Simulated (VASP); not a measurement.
# MgO (P2_1) in VASP: notebook

The runs below take MgO through single point, with PBE.

Program: VASP 6.6.1. These are calculated values, not measurements. Logs are shortened: lines on timing, memory, paths and dates and some standing lists are left out, and cuts for length are marked.

## Step 1: The cell of the first run

It takes space group P2_1 (No. 4, monoclinic). The conventional cell has a = 3.315 Å, b = 5.122 Å, c = 3.315 Å, α = 90.00°, β = 120.00°, γ = 90.00°. Within 2.6 Å of Mg (site symmetry 1) lie 4 O at 1.99 to 2.02 Å. Within 2.6 Å of O (site symmetry 1) lie 4 Mg at 1.99 to 2.02 Å.

## Step 2: Single point, PBE (atoms displaced along a vibrational mode)

Contents of INCAR:

```
SYSTEM = MgO
PREC = Accurate
ENCUT = 520
EDIFF = 1E-6
ISMEAR = 0
SIGMA = 0.05
LREAL = .False.
LASPH = .True.
NELM = 60
ALGO = Normal
ISIF = 2
LWAVE = .False.
LCHARG = .False.
GGA = PE
NBANDS = 16
```

Contents of KPOINTS:

```
regular mesh
0
Gamma
  9 9 6
  0 0 0
```

Contents of POSCAR:

```
MgO
1.0
    3.3152854007      0.0000000000      0.0000000000
   -1.6576427004      2.8711213778      0.0000000000
    0.0000000000      0.0000000000      5.1215474231
Mg O
2 2
Direct
    0.2995504198      0.6666666667      0.0063188067
    0.7004495802      0.3333333333      0.5063188067
    0.3645469709      0.6666666667      0.3982811933
    0.6354530291      0.3333333333      0.8982811933
```

Potentials or basis: VASP PAW PBE potentials, release 64 (Mg, O).

Started as:

```sh
$ cat potpaw_PBE.64/Mg/POTCAR potpaw_PBE.64/O/POTCAR > POTCAR
$ mpirun -np 1 vasp_std > vasp.out
```

OUTCAR:

```text
SYSTEM = MgO
   PREC = Accurate
   ENCUT = 520
   EDIFF = 1E-6
   ISMEAR = 0
   LREAL = .False.
   LASPH = .True.
   NELM = 60
   ISIF = 2
   GGA = PE

 ion  position               nearest neighbor table
   1  0.300  0.667  0.006-   4 1.99   4 1.99   4 2.00   3 2.02   2 3.09   2 3.09   2 3.20   2 3.20
                             2 3.32   2 3.32
   2  0.700  0.333  0.506-   3 1.99   3 1.99   3 2.00   4 2.02   1 3.09   1 3.09   1 3.20   1 3.20
                             1 3.32   1 3.32
   3  0.365  0.667  0.398-   2 1.99   2 1.99   2 2.00   1 2.02
   4  0.635  0.333  0.898-   1 1.99   1 1.99   1 2.00   2 2.02

  LATTYP: Found a hexagonal cell.
 ALAT       =     3.3152854007
 C/A-ratio  =     1.5448285152

  Lattice vectors:

 A1 = (   3.3152854007,   0.0000000000,   0.0000000000)
 A2 = (  -1.6576427004,   2.8711213778,   0.0000000000)
 A3 = (   0.0000000000,   0.0000000000,   5.1215474231)

Analysis of symmetry for initial positions (statically):
=====================================================================
 Subroutine PRICEL returns:
 Original cell was already a primitive cell.

 Routine SETGRP: Setting up the symmetry group for a
 hexagonal supercell.

 Subroutine GETGRP returns: Found  2 space group operations
 (whereof  1 operations were pure point group operations)
 out of a pool of 24 trial point group operations.

The static configuration has the point symmetry C_1 .
 The point group associated with its full space group is C_2 .

Analysis of symmetry for dynamics (positions and initial velocities):
=====================================================================
 Subroutine PRICEL returns:
 Original cell was already a primitive cell.

 Routine SETGRP: Setting up the symmetry group for a
 hexagonal supercell.

 Subroutine GETGRP returns: Found  2 space group operations
 (whereof  1 operations were pure point group operations)
 out of a pool of 24 trial point group operations.

The dynamic configuration has the point symmetry C_1 .
 The point group associated with its full space group is C_2 .

 Subroutine INISYM returns: Found  2 space group operations
 (whereof  1 operations are pure point group operations),
 and found     1 'primitive' translations

----------------------------------------------------------------------------------------

                                     Primitive cell

  volume of cell :      48.7499

  direct lattice vectors                    reciprocal lattice vectors
     3.315285401  0.000000000  0.000000000     0.301633156  0.174147984  0.000000000
    -1.657642700  2.871121378  0.000000000     0.000000000  0.348295968  0.000000000
     0.000000000  0.000000000  5.121547423     0.000000000  0.000000000  0.195253488

  length of vectors
     3.315285401  3.315285401  5.121547423     0.348295968  0.348295968  0.195253488

  position of ions in fractional coordinates (direct lattice)
     0.299550420  0.666666667  0.006318807
     0.700449580  0.333333333  0.506318807
     0.364546971  0.666666667  0.398281193
     0.635453029  0.333333333  0.898281193

  ion indices of the primitive-cell ions
   primitive index   ion index
                 1           1
                 2           2
                 3           3
                 4           4

----------------------------------------------------------------------------------------

 KPOINTS: regular mesh

Automatic generation of k-mesh.
 Grid dimensions read from file:
 generate k-points for:    9    9    6

 Generating k-lattice:

  Cartesian coordinates                     Fractional coordinates (reciprocal lattice)
     0.033514795  0.019349776  0.000000000     0.111111111 -0.000000000  0.000000000
     0.000000000  0.038699552  0.000000000     0.000000000  0.111111111  0.000000000
     0.000000000  0.000000000  0.032542248     0.000000000  0.000000000  0.166666667

  Length of vectors
     0.038699552  0.038699552  0.032542248

  Shift w.r.t. Gamma in fractional coordinates (k-lattice)
     0.000000000  0.000000000  0.000000000

 Subroutine IBZKPT returns following result:
 ===========================================

 Found    164 irreducible k-points:

 Following reciprocal coordinates:
            Coordinates               Weight
  0.000000  0.000000  0.000000      1.000000
  0.111111  0.000000  0.000000      2.000000
  0.000000  0.111111  0.000000      2.000000
 -0.111111  0.111111  0.000000      2.000000
  0.222222 -0.000000  0.000000      2.000000
  0.000000  0.222222  0.000000      2.000000
[... 16 lines left out ...]
  0.333333  0.111111  0.000000      2.000000
 -0.111111  0.444444  0.000000      2.000000
 [... further k-points ...]
   k-points           NKPTS =    164   k-points in BZ     NKDIM =    164   number of bands    NBANDS=     16
   number of dos      NEDOS =    301   number of ions     NIONS =      4
   total plane-waves  NPLWV =  31360
   dimension x,y,z NGX =    28 NGY =   28 NGZ =   40
   dimension x,y,z NGXF=    56 NGYF=   56 NGZF=   80
   ions per type =               2   2
   NGX,Y,Z   is equivalent  to a cutoff of  14.04, 14.04, 12.98 a.u.
   NGXF,Y,Z  is equivalent  to a cutoff of  28.08, 28.08, 25.97 a.u.
 SYSTEM =  MgO
   PREC   = accura    normal or accurate (medium, high low for compatibility)
   ISTART =      0    job   : 0-new  1-cont  2-samecut
   ICHARG =      2    charge: 1-file 2-atom 10-const
   ISPIN  =      1    spin polarized calculation?
   LNONCOLLINEAR =      F non collinear calculations
   LSORBIT =      F    spin-orbit coupling
   LASPH  =      T    aspherical Exc in radial PAW
   ENCUT  =  520.0 eV  38.22 Ry    6.18 a.u.   6.16  6.16  9.52*2*pi/ulx,y,z
   NELM   =     60;   NELMIN=  2; NELMDL= -5     # of ELM steps
   EDIFF  = 0.1E-05   stopping-criterion for ELM
   LREAL  =      F    real-space projection
   EDIFFG = 0.1E-04   stopping-criterion for IOM
   NSW    =      0    number of steps for IOM
   IBRION =     -1    ionic relax: 0-MD 1-quasi-New 2-CG
   NFREE  =      0    steps in history (QN), initial steepest desc. (CG)
   ISIF   =      2    stress and relaxation
   ISYM   =      2    0-nonsym 1-usesym 2-fastsym
   POTIM  = 0.5000    time-step for ionic-motion
   TEBEG  =    0.0;   TEEND  =   0.0 temperature during run
   PSTRESS=    0.0 pullay stress
   NELECT =      16.0000    total number of electrons
   NUPDOWN=      -1.0000    fix difference up-down
   EMIN   =  10.00;   EMAX   =-10.00  energy-range for DOS
   EFERMI =   0.00;   METHOD = LEGACY
   ISMEAR =     0;   SIGMA  =   0.05  broadening in eV -4-tet -1-fermi 0-gaus
   EFERMI_NEDOS =   21; number of points for ismear=-14 and -15
   IALGO  =     38    algorithm
   IMIX   =      4    mixing-type and parameters
     AMIX     =   0.40;   BMIX     =  1.00
     AMIX_MAG =   1.60;   BMIX_MAG =  1.00
  volume/ion in A,a.u.               =      12.19        82.25
  Fermi-wavevector in a.u.,A,eV,Ry     =   1.129250  2.133974 17.350238  1.275207
  Thomas-Fermi vector in A             =   2.265943
   LORBIT       =      0    0 simple, 1 ext, 2 COOP (PROOUT), +10 PAW based schemes
   GGA     = PE    functional components
   LHFCALC =     F    Hartree Fock is set to
   AEXX    =    0.0000 exact exchange contribution
   IVDW    =     0    specifies the selected vdW correction
   LEPSILON=     F    determine dielectric tensor
   LRPA    =     F    only Hartree local field effects (RPA)
 non-spin polarized calculation
 Gauss-broadening in eV      SIGMA  =   0.05
  energy-cutoff  :      520.00
  volume of cell :       48.75
 maximum number of plane-waves:      1339
 NGX is ok and might be reduce to    28
   NGX = 13   NGY = 13   NGZ = 19

 number of electron      16.0000003 magnetization

 Free energy of the ion-electron system (eV)
  ---------------------------------------------------
  ext. energy  EPLUGINS =         0.00000000
  ---------------------------------------------------
  free energy    TOTEN  =       -23.47399742 eV

  energy without entropy =      -23.47399742  energy(sigma->0) =      -23.47399742

 E-fermi :   1.1615     XC(G=0):  -9.6094

 val. band max:        0.9397896524   @ k =   0.0000   0.0000   0.0000
 cond. band min:       4.2483228067   @ k =   0.0000   0.0000   0.0000
 fundamental gap:      3.3085331544
 Fermi energy:         1.1615261911

 k-point     1 :       0.0000    0.0000    0.0000
  band No.  band energies     occupation
      1     -15.1769      2.00000
      2     -14.4513      2.00000
      3      -2.2356      2.00000
      4       0.2489      2.00000
      5       0.3385      2.00000
      6       0.4880      2.00000
[... 8 lines left out ...]
     15      16.9304      0.00000
     16      17.8329      0.00000

 k-point     2 :       0.1111    0.0000    0.0000
  band No.  band energies     occupation
      1     -15.1193      2.00000
      2     -14.4276      2.00000
      3      -2.1196      2.00000
      4      -0.0631      2.00000
      5       0.1876      2.00000
      6       0.2089      2.00000
[... 8 lines left out ...]
     15      17.0855      0.00000
     16      17.3783      0.00000

 k-point     3 :       0.0000    0.1111    0.0000
  band No.  band energies     occupation
      1     -15.1182      2.00000
      2     -14.4294      2.00000
      3      -2.1160      2.00000
      4      -0.0263      2.00000
      5       0.2019      2.00000
      6       0.2237      2.00000
[... 8 lines left out ...]
     15      16.8511      0.00000
     16      17.4649      0.00000

 k-point     4 :      -0.1111    0.1111    0.0000
  band No.  band energies     occupation
      1     -15.1171      2.00000
      2     -14.4309      2.00000
      3      -2.1133      2.00000
      4      -0.0159      2.00000
      5       0.2146      2.00000
      6       0.2548      2.00000
[... 8 lines left out ...]
     15      16.8193      0.00000
     16      17.2604      0.00000
[... 324 lines left out ...]
 k-point    22 :       0.3333   -0.1111    0.0000
  band No.  band energies     occupation
      1     -14.8350      2.00000
      2     -14.3398      2.00000
      3      -1.4964      2.00000
      4      -1.3267      2.00000
      5      -0.6843      2.00000
      6      -0.0504      2.00000
[... 8 lines left out ...]
     15      15.3286      0.00000
     16      16.3705      0.00000

 k-point    23 :       0.3333    0.1111    0.0000
  band No.  band energies     occupation
      1     -14.6658      2.00000
      2     -14.3012      2.00000
      3      -1.9043      2.00000
      4      -1.0905      2.00000
      5      -0.9342      2.00000
      6      -0.2881      2.00000
[... 8 lines left out ...]
     15      15.2196      0.00000
     16      16.6307      0.00000

 k-point    24 :      -0.1111    0.4444    0.0000
  band No.  band energies     occupation
      1     -14.6357      2.00000
      2     -14.3377      2.00000
      3      -1.7593      2.00000
      4      -1.0603      2.00000
      5      -0.9124      2.00000
      6      -0.3111      2.00000
[... 8 lines left out ...]
     15      14.9953      0.00000
     16      16.5034      0.00000

 [... further k-points ...]

------------------------ aborting loop because EDIFF is reached ----------------------------------------

  FORCE on cell =-STRESS in cart. coord.  units (eV):
  Direction    XX          YY          ZZ          XY          YZ          ZX
  --------------------------------------------------------------------------------------
  -------------------------------------------------------------------------------------
  Total       -0.3583401     -0.1501119     -0.0969488      0.0022309      0.0000000      0.0000000
  in kB      -11.7769360     -4.9334662     -3.1862464      0.0733194      0.0000000      0.0000000
  external PRESSURE =      -6.6322162 kB  Pullay stress =       0.0000000 kB

 VOLUME and BASIS-vectors are now :
 -----------------------------------------------------------------------------
  energy-cutoff  :      520.00
  volume of cell :       48.75
      direct lattice vectors                 reciprocal lattice vectors
     3.315285401  0.000000000  0.000000000     0.301633156  0.174147984  0.000000000
    -1.657642700  2.871121378  0.000000000     0.000000000  0.348295968  0.000000000
     0.000000000  0.000000000  5.121547423     0.000000000  0.000000000  0.195253488

 POSITION                                       TOTAL-FORCE (eV/Angst)
 -----------------------------------------------------------------------------------
     -0.11200      1.91408      0.03236         0.346797      0.037948      0.064038
      1.76964      0.95704      2.59314        -0.346797     -0.037948      0.064038
      0.10348      1.91408      2.03982        -0.212700      0.021699     -0.064038
      1.55416      0.95704      4.60059         0.212700     -0.021699     -0.064038
 -----------------------------------------------------------------------------------
    total drift:                               -0.000000     -0.000000     -0.001326

  FREE ENERGIE OF THE ION-ELECTRON SYSTEM (eV)
  ---------------------------------------------------
  free  energy   TOTEN  =       -23.4739974210 eV

  energy  without entropy=      -23.4739974210  energy(sigma->0) =      -23.47399742
```

Run time: 63 s. Hardware: 1 thread of Intel Xeon Platinum 8488C (Sapphire Rapids), shared host; peak memory 0.26 GiB.

What came out:

| Quantity | Value |
| --- | --- |
| Free energy | -23.4740 eV |
| Pressure | -0.7 GPa |
| Largest force | 0.355 eV/Å |
| Band gap on the k mesh | 3.31 eV |

Forces in eV/Å, atoms in the order of the input:
```
Mg   0.347  0.038  0.064
Mg  -0.347 -0.038  0.064
O   -0.213  0.022 -0.064
O    0.213 -0.022 -0.064
```

Stress tensor (GPa, compression positive):
```
-1.18  0.01  0.00
 0.01 -0.49  0.00
 0.00  0.00 -0.32
```

Caveat: the cell differs from its parent crystal (atoms displaced along a vibrational mode); an odd mesh through Γ misses points on the zone boundary, where band edges can lie.

## Step 3: Single point, PBE (atoms displaced along a vibrational mode)

Contents of INCAR:

```
PREC = Accurate
ENCUT = 520
EDIFF = 1E-6
ISMEAR = 0
SIGMA = 0.05
LREAL = False
LASPH = True
NELM = 60
ALGO = Normal
ISIF = 2
LWAVE = False
LCHARG = False
GGA = PE
NBANDS = 16
```

Contents of KPOINTS:

```
Automatic mesh
0
Gamma
  9 9 6
```

Contents of POSCAR:

```
MgO
1.0
    3.3152854007      0.0000000000      0.0000000000
   -1.6576427004      2.8711213778      0.0000000000
    0.0000000000      0.0000000000      5.1215474231
Mg O
2 2
Direct
    0.3108013365      0.6666666667      0.0063188067
    0.6891986635      0.3333333333      0.5063188067
    0.3541517148      0.6666666667      0.3982811933
    0.6458482852      0.3333333333      0.8982811933
```

Potentials or basis: VASP PAW PBE potentials, release 64 (Mg, O).

Started as:

```sh
$ cat potpaw_PBE.64/Mg/POTCAR potpaw_PBE.64/O/POTCAR > POTCAR
$ mpirun -np 1 vasp_std > vasp.out
```

OUTCAR:

```text
PREC = Accurate
   ENCUT = 520
   EDIFF = 1E-6
   ISMEAR = 0
   LREAL = False
   LASPH = True
   NELM = 60
   ISIF = 2
   GGA = PE

 ion  position               nearest neighbor table
   1  0.311  0.667  0.006-   4 1.99   4 1.99   4 2.00   3 2.01   2 3.12   2 3.12   2 3.20   2 3.20
                             2 3.28   2 3.28
   2  0.689  0.333  0.506-   3 1.99   3 1.99   3 2.00   4 2.01   1 3.12   1 3.12   1 3.20   1 3.20
                             1 3.28   1 3.28
   3  0.354  0.667  0.398-   2 1.99   2 1.99   2 2.00   1 2.01
[... 662 lines left out ...]
  --------------------------------------------------------------------------------------
  -------------------------------------------------------------------------------------
  Total       -0.2367696     -0.1443970     -0.1191828      0.0024665      0.0000000      0.0000000
  in kB       -7.7814911     -4.7456436     -3.9169715      0.0810613      0.0000000      0.0000000
  external PRESSURE =      -5.4813687 kB  Pullay stress =       0.0000000 kB

 VOLUME and BASIS-vectors are now :
 -----------------------------------------------------------------------------
  energy-cutoff  :      520.00
  volume of cell :       48.75
      direct lattice vectors                 reciprocal lattice vectors
     3.315285401  0.000000000  0.000000000     0.301633156  0.174147984  0.000000000
    -1.657642700  2.871121378  0.000000000     0.000000000  0.348295968  0.000000000
     0.000000000  0.000000000  5.121547423     0.000000000  0.000000000  0.195253488

 POSITION                                       TOTAL-FORCE (eV/Angst)
 -----------------------------------------------------------------------------------
     -0.07470      1.91408      0.03236         0.231778      0.017020      0.030087
      1.73234      0.95704      2.59314        -0.231778     -0.017020      0.030087
      0.06902      1.91408      2.03982        -0.141959      0.009648     -0.030087
      1.58862      0.95704      4.60059         0.141959     -0.009648     -0.030087
 -----------------------------------------------------------------------------------
    total drift:                               -0.000000     -0.000000     -0.001320

  FREE ENERGIE OF THE ION-ELECTRON SYSTEM (eV)
  ---------------------------------------------------
  free  energy   TOTEN  =       -23.5078088815 eV

  energy  without entropy=      -23.5078088815  energy(sigma->0) =      -23.50780888
```

OSZICAR:

```text
N       E                     dE             d eps       ncg     rms          rms(c)
DAV:   1     0.619920145112E+02    0.61992E+02   -0.74251E+03  5248   0.877E+02
DAV:   2    -0.235332452909E+02   -0.85525E+02   -0.78565E+02  7184   0.195E+02
DAV:   3    -0.277489055547E+02   -0.42157E+01   -0.42058E+01  6024   0.452E+01
DAV:   4    -0.277665578968E+02   -0.17652E-01   -0.17652E-01  6456   0.344E+00
DAV:   5    -0.277666471913E+02   -0.89294E-04   -0.89294E-04  6064   0.235E-01    0.117E+01
DAV:   6    -0.235705607958E+02    0.41961E+01   -0.12489E+01  5248   0.262E+01    0.397E+00
DAV:   7    -0.235146252055E+02    0.55936E-01   -0.18449E-01  5320   0.343E+00    0.221E+00
DAV:   8    -0.235095405090E+02    0.50847E-02   -0.10288E-01  5432   0.347E+00    0.517E-01
DAV:   9    -0.235069963982E+02    0.25441E-02   -0.32119E-03  6768   0.520E-01    0.180E-01
DAV:  10    -0.235077840715E+02   -0.78767E-03   -0.15878E-03  5312   0.257E-01    0.287E-02
DAV:  11    -0.235078083117E+02   -0.24240E-04   -0.16962E-05  6280   0.270E-02    0.212E-02
DAV:  12    -0.235078088645E+02   -0.55287E-06   -0.10650E-05  5328   0.278E-02    0.186E-03
DAV:  13    -0.235078088815E+02   -0.16973E-07   -0.37295E-07  3776   0.444E-03
   1 F= -.23507809E+02 E0= -.23507809E+02  d E =-.420936E-16
```

It took 2.8 min on 1 thread of Intel Xeon 8259CL, shared host; peak memory 0.26 GiB.

Results:

* Free energy: -23.5078 eV
* Pressure: -0.5 GPa
* Largest force: 0.234 eV/Å
* Band gap on the k mesh: 3.35 eV

Forces in eV/Å, atoms in the order of the input:
```
Mg   0.232  0.017  0.030
Mg  -0.232 -0.017  0.030
O   -0.142  0.010 -0.030
O    0.142 -0.010 -0.030
```

Stress tensor (GPa, compression positive):
```
-0.78  0.01  0.00
 0.01 -0.47  0.00
 0.00  0.00 -0.39
```

Levels at points of the mesh, in eV from the valence-band top:
| k point | band 5 | band 6 | band 7 | band 8 | band 9 | band 10 | band 11 | band 12 |
| --- | --- | --- | --- | --- | --- | --- | --- | --- |
| (0.00, 0.00, 0.00) | -0.59 | -0.39 | -0.27 | 0.00 | 3.35 | 8.30 | 9.98 | 13.93 |
| (0.00, 0.00, 0.50) | -0.49 | -0.49 | -0.46 | -0.46 | 5.79 | 5.79 | 12.83 | 12.83 |

Caveat: the cell differs from its parent crystal (atoms displaced along a vibrational mode); an odd mesh through Γ misses points on the zone boundary, where band edges can lie.
